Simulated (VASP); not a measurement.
# NbH (I4/mmm) in VASP: further runs, part 2 of 2

VASP 6.6.1.

### Step 3. Single point, PBEsol

This run uses another cell than the first one, of 9.84 Å³/atom, 1.043 times its volume.

Input file INCAR:

```
PREC     = Accurate       # precision mode
ENCUT    = 520            # plane-wave cutoff, eV
EDIFF    = 1E-6           # SCF threshold, eV
ISMEAR   = -1             # smearing method
SIGMA    = 0.1            # smearing width, eV
LREAL    = F              # projectors in reciprocal space
LASPH    = T              # aspherical terms in the spheres
NELM     = 100            # most SCF steps
ALGO     = Normal         # electronic algorithm
ISIF     = 2              # what is computed and relaxed
LWAVE    = F              # write WAVECAR
LCHARG   = T              # write CHGCAR
GGA      = PS             # functional
LELF     = T              # ELF
LVHAR    = T            
NBANDS   = 14             # bands
```

Input file KPOINTS:

```
regular mesh
0
Gamma
  13 13 13
```

Input file POSCAR:

```
NbH
1.0
   -1.5852456079      1.5852456079      1.9574828341
    1.5852456079     -1.5852456079      1.9574828341
    1.5852456079      1.5852456079     -1.9574828341
Nb H
1 1
Direct
    0.0000000000      0.0000000000      0.0000000000
    0.5000000000      0.5000000000      0.0000000000
```

Potentials or basis: VASP PAW PBE potentials, release 64 (Nb_sv, H).

Launch:

```sh
$ cat potpaw_PBE.64/Nb_sv/POTCAR potpaw_PBE.64/H/POTCAR > POTCAR
$ mpirun -np 1 vasp_std > vasp.out
```

OUTCAR:

```text
PREC = Accurate
   ENCUT = 520
   EDIFF = 1E-6
   ISMEAR = -1
   LREAL = F
   LASPH = T
   NELM = 100
   ISIF = 2
   GGA = PS

 ion  position               nearest neighbor table
   1  0.000  0.000  0.000-   2 1.96   2 1.96
   2  0.500  0.500  0.000-   1 1.96   1 1.96

  LATTYP: Found a body centered tetragonal cell.
 ALAT       =     3.1704912158
 C/A-ratio  =     1.2348135988

  Lattice vectors:

 A1 = (  -1.5852456079,   1.5852456079,   1.9574828341)
 A2 = (   1.5852456079,  -1.5852456079,   1.9574828341)
 A3 = (   1.5852456079,   1.5852456079,  -1.9574828341)

Analysis of symmetry for initial positions (statically):
=====================================================================
 Subroutine PRICEL returns:
 Original cell was already a primitive cell.

 Routine SETGRP: Setting up the symmetry group for a
 body centered tetragonal supercell.

 Subroutine GETGRP returns: Found 16 space group operations
 (whereof 16 operations were pure point group operations)
 out of a pool of 16 trial point group operations.

The static configuration has the point symmetry D_4h.
[... 165 lines left out ...]
 fundamental gap:      0.0083917366
 Fermi energy:        11.4534034801

 k-point     1 :       0.0000    0.0000    0.0000
  band No.  band energies     occupation
      1     -43.5277      2.00000
      2     -19.0872      2.00000
      3     -19.0337      2.00000
      4     -19.0337      2.00000
      5       1.6616      2.00000
      6      10.7134      1.99878
      7      10.7134      1.99878
      8      12.1343      0.00221
      9      12.4283      0.00012
     10      13.3824      0.00000
     11      21.7677      0.00000
     12      22.8864      0.00000
     13      23.9381      0.00000
     14      23.9381      0.00000
[... 377 lines left out ...]
      1     -43.3417      2.00000
      2     -20.1060      2.00000
      3     -19.3897      2.00000
      4     -19.1791      2.00000
      5       5.7615      2.00000
      6       7.6084      2.00000
      7      10.0148      2.00000
      8      11.7825      0.07174
      9      14.8822      0.00000
     10      15.8477      0.00000
     11      19.9001      0.00000
     12      20.2751      0.00000
     13      26.0549      0.00000
     14      27.8016      0.00000

 [... further k-points ...]
[... 5 lines left out ...]
  --------------------------------------------------------------------------------------
  -------------------------------------------------------------------------------------
  Total       -0.0622156     -0.0622156      0.0203870      0.0000000      0.0000000     -0.0000000
  in kB       -5.0659222     -5.0659222      1.6600221      0.0000000      0.0000000     -0.0000000
  external PRESSURE =      -2.8239408 kB  Pullay stress =       0.0000000 kB

 VOLUME and BASIS-vectors are now :
 -----------------------------------------------------------------------------
  energy-cutoff  :      520.00
  volume of cell :       19.68
      direct lattice vectors                 reciprocal lattice vectors
    -1.585245608  1.585245608  1.957482834     0.000000000  0.315408538  0.255430082
     1.585245608 -1.585245608  1.957482834     0.315408538  0.000000000  0.255430082
     1.585245608  1.585245608 -1.957482834     0.315408538  0.315408538  0.000000000

 POSITION                                       TOTAL-FORCE (eV/Angst)
 -----------------------------------------------------------------------------------
      0.00000      0.00000      0.00000         0.000000      0.000000     -0.000000
      0.00000      0.00000      1.95748         0.000000      0.000000      0.000000
 -----------------------------------------------------------------------------------
    total drift:                               -0.000000      0.000000     -0.000000

  FREE ENERGIE OF THE ION-ELECTRON SYSTEM (eV)
  ---------------------------------------------------
  free  energy   TOTEN  =       -14.6582715646 eV

  energy  without entropy=      -14.6247739205  energy(sigma->0) =      -14.64152274
```

OSZICAR:

```text
N       E                     dE             d eps       ncg     rms          rms(c)
DAV:   1     0.118101369330E+03    0.11810E+03   -0.77949E+03  5512   0.104E+03
DAV:   2    -0.110753576249E+02   -0.12918E+03   -0.12296E+03  6088   0.360E+02
DAV:   3    -0.152767207363E+02   -0.42014E+01   -0.40216E+01  7906   0.586E+01
DAV:   4    -0.155429587938E+02   -0.26624E+00   -0.26548E+00  7042   0.134E+01
DAV:   5    -0.155518925144E+02   -0.89337E-02   -0.89311E-02  8120   0.199E+00    0.837E+00
DAV:   6    -0.147445270860E+02    0.80737E+00   -0.83250E-01  8764   0.112E+01    0.274E+00
DAV:   7    -0.146567648272E+02    0.87762E-01   -0.20399E-01  9406   0.494E+00    0.914E-01
DAV:   8    -0.146582737789E+02   -0.15090E-02   -0.16114E-02  6186   0.148E+00    0.122E-01
DAV:   9    -0.146582729511E+02    0.82788E-06   -0.15437E-03  8810   0.384E-01    0.434E-02
DAV:  10    -0.146582781062E+02   -0.51552E-05   -0.29681E-05  6070   0.569E-02    0.227E-02
DAV:  11    -0.146582717379E+02    0.63683E-05   -0.83368E-06  7992   0.363E-02    0.428E-03
DAV:  12    -0.146582715646E+02    0.17334E-06   -0.68230E-07  4386   0.967E-03
   1 F= -.14658272E+02 E0= -.14641523E+02  d E =-.334976E-01
```

stdout:

```text
POSCAR found type information on POSCAR NbH
 POSCAR found :  2 types and       2 ions
 scaLAPACK will be used
 -----------------------------------------------------------------------------
|                                                                             |
|                                                                             |
|     You enforced a specific xc type in the INCAR file but a different       |
|     I HOPE YOU KNOW WHAT YOU ARE DOING!                                     |
|                                                                             |
 -----------------------------------------------------------------------------

 LDA part: xc-table for (Slater+PW92), standard interpolation
 POSCAR, INCAR and KPOINTS ok, starting setup
 FFT: planning ... GRIDC
 FFT: planning ... GRID_SOFT
 FFT: planning ... GRID
 WAVECAR not read
 entering main loop
```

Wall time 38 s (1 thread of Intel Xeon Platinum 8488C (Sapphire Rapids), shared host); peak memory 0.18 GiB.

Results:

| Quantity | Value |
| --- | --- |
| Free energy | -14.6583 eV |
| Pressure | -0.3 GPa |
| Band gap on the k mesh | zero (band 7 reaches 15.09 eV, above the bottom of band 8 at 10.93 eV) |

Levels at points of the mesh, in eV from the Fermi level:
```tsv
k point	band 3	band 4	band 5	band 6	band 7	band 8	band 9	band 10	band 11	band 12
(0.00, 0.00, 0.00)	-30.49	-30.49	-9.79	-0.74	-0.74	0.68	0.97	1.93	10.31	11.43
```

Caveat: the PAW data sets were made with another functional, which shifts forces and pressure a little.

### Step 4. Single point, PBEsol

This run uses another cell than the first one, of 10.25 Å³/atom, 1.087 times its volume.

Input file INCAR:

```
SYSTEM = NbH
ALGO = Normal
EDIFF = 1E-6
ENCUT = 520
GGA = PS
ISIF = 2
ISMEAR = -1
LASPH = .TRUE.
LCHARG = .FALSE.
LREAL = .FALSE.
LWAVE = .FALSE.
NBANDS = 14
NELM = 80
PREC = Accurate
SIGMA = 0.1
```

Input file KPOINTS:

```
k-points
0
G
  13 13 13
  0 0 0
```

Input file POSCAR:

```
NbH
1.0
   -1.6069640000      1.6069640000      1.9843010000
    1.6069640000     -1.6069640000      1.9843010000
    1.6069640000      1.6069640000     -1.9843010000
Nb H
1 1
Direct
    0.0000000000      0.0000000000      0.0000000000
    0.5000000000      0.5000000000      0.0000000000
```

Launch:

```sh
$ cat potpaw_PBE.64/Nb_sv/POTCAR potpaw_PBE.64/H/POTCAR > POTCAR
$ mpirun -np 1 vasp_std > vasp.out
```

Run time: 31 s. Hardware: 1 thread of Intel Xeon Platinum 8488C (Sapphire Rapids), shared host; peak memory 0.18 GiB.

The run converged. Its results:

| Quantity | Value |
| --- | --- |
| Free energy | -14.6376 eV |
| Pressure | -7.9 GPa |
| Band gap on the k mesh | zero (band 7 reaches 14.30 eV, above the bottom of band 8 at 10.39 eV) |

Levels at points of the mesh, in eV from the Fermi level:
```tsv
k point	band 5	band 6	band 7	band 8	band 9	band 10
(0.00, 0.00, 0.00)	-9.58	-0.69	-0.69	0.67	0.93	1.83
```

Caveat: the PAW data sets were made with another functional, which shifts forces and pressure a little.

### Step 5. Single point, PBEsol

This run uses another cell than the first one, of 10.66 Å³/atom, 1.130 times its volume.

Input file INCAR:

```
PREC = Accurate ; ENCUT = 520
EDIFF = 1E-6 ; ISMEAR = -1
SIGMA = 0.1 ; LREAL = F
LASPH = T ; NELM = 60
ALGO = Normal ; ISIF = 2
LWAVE = F ; LCHARG = F
GGA = PS ; NBANDS = 14
```

Input file KPOINTS:

```
Automatic mesh
0
Gamma
  13 13 13
```

Input file POSCAR:

```
NbH
1.0
   -1.6281106882      1.6281106882      2.0104132182
    1.6281106882     -1.6281106882      2.0104132182
    1.6281106882      1.6281106882     -2.0104132182
Nb H
1 1
Direct
    0.0000000000      0.0000000000      0.0000000000
    0.5000000000      0.5000000000      0.0000000000
```

Potentials or basis: VASP PAW PBE potentials, release 64 (Nb_sv, H).

Launch:

```sh
$ cat potpaw_PBE.64/Nb_sv/POTCAR potpaw_PBE.64/H/POTCAR > POTCAR
$ mpirun -np 1 vasp_std > vasp.out
```

OUTCAR:

```text
PREC = Accurate
   ENCUT = 520
   EDIFF = 1E-6
   ISMEAR = -1
   LREAL = F
   LASPH = T
   NELM = 60
   ISIF = 2
   GGA = PS

 ion  position               nearest neighbor table
   1  0.000  0.000  0.000-
   2  0.500  0.500  0.000-

  LATTYP: Found a body centered tetragonal cell.
 ALAT       =     3.2562213764
 C/A-ratio  =     1.2348135988

  Lattice vectors:

 A1 = (  -1.6281106882,   1.6281106882,   2.0104132182)
[... 582 lines left out ...]
      7       9.0491      2.00000
      8      10.6786      0.08362
      9      13.4549      0.00000
     10      14.3405      0.00000
     11      17.9963      0.00000
     12      18.6654      0.00000
     13      24.0296      0.00000
     14      25.9379      0.00000

 [... further k-points ...]
[... 5 lines left out ...]
  --------------------------------------------------------------------------------------
  -------------------------------------------------------------------------------------
  Total       -1.8522915     -1.8522915     -1.9344980      0.0000000     -0.0000000     -0.0000000
  in kB     -139.2216371   -139.2216371   -145.4004279      0.0000000     -0.0000000     -0.0000000
  external PRESSURE =    -141.2812341 kB  Pullay stress =       0.0000000 kB

 VOLUME and BASIS-vectors are now :
 -----------------------------------------------------------------------------
  energy-cutoff  :      520.00
  volume of cell :       21.32
      direct lattice vectors                 reciprocal lattice vectors
    -1.628110688  1.628110688  2.010413218     0.000000000  0.307104427  0.248705090
     1.628110688 -1.628110688  2.010413218     0.307104427  0.000000000  0.248705090
     1.628110688  1.628110688 -2.010413218     0.307104427  0.307104427  0.000000000

 POSITION                                       TOTAL-FORCE (eV/Angst)
 -----------------------------------------------------------------------------------
      0.00000      0.00000      0.00000         0.000000     -0.000000     -0.000000
      0.00000      0.00000      2.01041        -0.000000      0.000000      0.000000
 -----------------------------------------------------------------------------------
    total drift:                               -0.000000      0.000000     -0.000000

  FREE ENERGIE OF THE ION-ELECTRON SYSTEM (eV)
  ---------------------------------------------------
  free  energy   TOTEN  =       -14.5815937007 eV

  energy  without entropy=      -14.5463226440  energy(sigma->0) =      -14.56395817
```

OSZICAR:

```text
N       E                     dE             d eps       ncg     rms          rms(c)
DAV:   1     0.115802860774E+03    0.11580E+03   -0.76882E+03  5504   0.102E+03
DAV:   2    -0.109782780909E+02   -0.12678E+03   -0.12047E+03  6316   0.353E+02
DAV:   3    -0.152816766848E+02   -0.43034E+01   -0.41586E+01  7992   0.582E+01
DAV:   4    -0.155353085865E+02   -0.25363E+00   -0.25280E+00  7244   0.127E+01
DAV:   5    -0.155424423024E+02   -0.71337E-02   -0.71311E-02  8000   0.183E+00    0.754E+00
DAV:   6    -0.146672120497E+02    0.87523E+00   -0.92632E-01  8730   0.115E+01    0.234E+00
DAV:   7    -0.145811977350E+02    0.86014E-01   -0.20051E-01  9404   0.471E+00    0.901E-01
DAV:   8    -0.145816397531E+02   -0.44202E-03   -0.15822E-02  6474   0.146E+00    0.121E-01
DAV:   9    -0.145815943126E+02    0.45441E-04   -0.14346E-03  8868   0.390E-01    0.363E-02
DAV:  10    -0.145815980633E+02   -0.37508E-05   -0.28530E-05  6136   0.531E-02    0.200E-02
DAV:  11    -0.145815939138E+02    0.41496E-05   -0.75384E-06  8092   0.338E-02    0.352E-03
DAV:  12    -0.145815937007E+02    0.21310E-06   -0.43720E-07  3888   0.810E-03
   1 F= -.14581594E+02 E0= -.14563958E+02  d E =-.352711E-01
```

It took 26 s on 1 thread of Intel Xeon Platinum 8488C (Sapphire Rapids), shared host; peak memory 0.18 GiB.

Results:

```yaml
Free_energy: -14.5816 eV
Pressure: -14.1 GPa
Band_gap_on_the_k_mesh: zero (band 7 reaches 13.57 eV, above the bottom of band 8 at 9.89 eV)
```

Stress tensor (GPa, compression positive):
```
-13.92   0.00   0.00
  0.00 -13.92   0.00
  0.00   0.00 -14.54
```

Levels at points of the mesh, in eV from the Fermi level:
| k point | band 3 | band 4 | band 5 | band 6 | band 7 | band 8 | band 9 | band 10 | band 11 | band 12 |
| --- | --- | --- | --- | --- | --- | --- | --- | --- | --- | --- |
| (0.00, 0.00, 0.00) | -30.70 | -30.70 | -9.38 | -0.64 | -0.64 | 0.66 | 0.89 | 1.75 | 9.61 | 11.33 |

Caveat: the PAW data sets were made with another functional, which shifts forces and pressure a little.

### Step 6. Single point, PBEsol

This run uses another cell than the first one, of 11.07 Å³/atom, 1.174 times its volume.

Input file INCAR:

```
SYSTEM = NbH
PREC     = Accurate       ! precision mode
ENCUT    = 520            ! plane-wave cutoff, eV
EDIFF    = 1E-6           ! SCF threshold, eV
ISMEAR   = -1             ! smearing method
SIGMA    = 0.1            ! smearing width, eV
LREAL    = .False.        ! projectors in reciprocal space
LASPH    = .True.         ! aspherical terms in the spheres
NELM     = 100            ! most SCF steps
ALGO     = Normal         ! electronic algorithm
ISIF     = 2              ! what is computed and relaxed
LWAVE    = .False.        ! write WAVECAR
LCHARG   = .False.        ! write CHGCAR
GGA      = PS             ! functional
NBANDS   = 14             ! bands
```

Input file KPOINTS:

```
Automatic mesh
0
Gamma
  13 13 13
  0 0 0
```

Input file POSCAR:

```
NbH
1.0
   -1.6487218723      1.6487218723      2.0358641886
    1.6487218723     -1.6487218723      2.0358641886
    1.6487218723      1.6487218723     -2.0358641886
Nb H
1 1
Direct
    0.0000000000      0.0000000000      0.0000000000
    0.5000000000      0.5000000000      0.0000000000
```

Potentials or basis: VASP PAW PBE potentials, release 64 (Nb_sv, H).

Launch:

```sh
$ cat potpaw_PBE.64/Nb_sv/POTCAR potpaw_PBE.64/H/POTCAR > POTCAR
$ mpirun -np 1 vasp_std > vasp.out
```

It took 39 s on 1 thread of Intel Xeon Platinum 8488C (Sapphire Rapids), shared host; peak memory 0.18 GiB.

The run converged. Its results:

| Property | Result |
| --- | --- |
| Free energy | -14.4969 eV |
| Pressure | -19.2 GPa |
| Band gap on the k mesh | zero (band 7 reaches 12.90 eV, above the bottom of band 8 at 9.42 eV) |

Stress tensor (GPa, compression positive):
```
-18.77   0.00   0.00
  0.00 -18.77   0.00
  0.00   0.00 -19.96
```

Levels at points of the mesh, in eV from the Fermi level:
```csv
k point,band 3,band 4,band 5,band 6,band 7,band 8,band 9,band 10,band 11,band 12
"(0.00, 0.00, 0.00)",-30.79,-30.79,-9.18,-0.60,-0.60,0.64,0.85,1.66,9.29,11.28
```

Caveat: the PAW data sets were made with another functional, which shifts forces and pressure a little.

### Step 7. Overview

```csv
cell,gap on the mesh (eV),pressure (GPa)
"a = 2.934 Å, angles 115.6, 115.6, 97.7°, 2 atoms",none,9.1
"a = 2.976 Å, angles 115.6, 115.6, 97.7°, 2 atoms",none,-0.3
"a = 3.017 Å, angles 115.6, 115.6, 97.7°, 2 atoms",none,-7.9
"a = 3.057 Å, angles 115.6, 115.6, 97.7°, 2 atoms",none,-14.1
"a = 3.095 Å, angles 115.6, 115.6, 97.7°, 2 atoms",none,-19.2
```

Alike in all rows: task single point; level PBEsol; potentials or basis VASP PAW PBE potentials, release 64 (Nb_sv, H); no spin polarisation; k mesh 13 × 13 × 13; cutoff (eV) 520; smearing fermi-dirac 0.1 eV.

Caveats: the PAW data sets were made with another functional, which shifts forces and pressure a little.

Absolute energies hang on the potentials; compare differences alone.
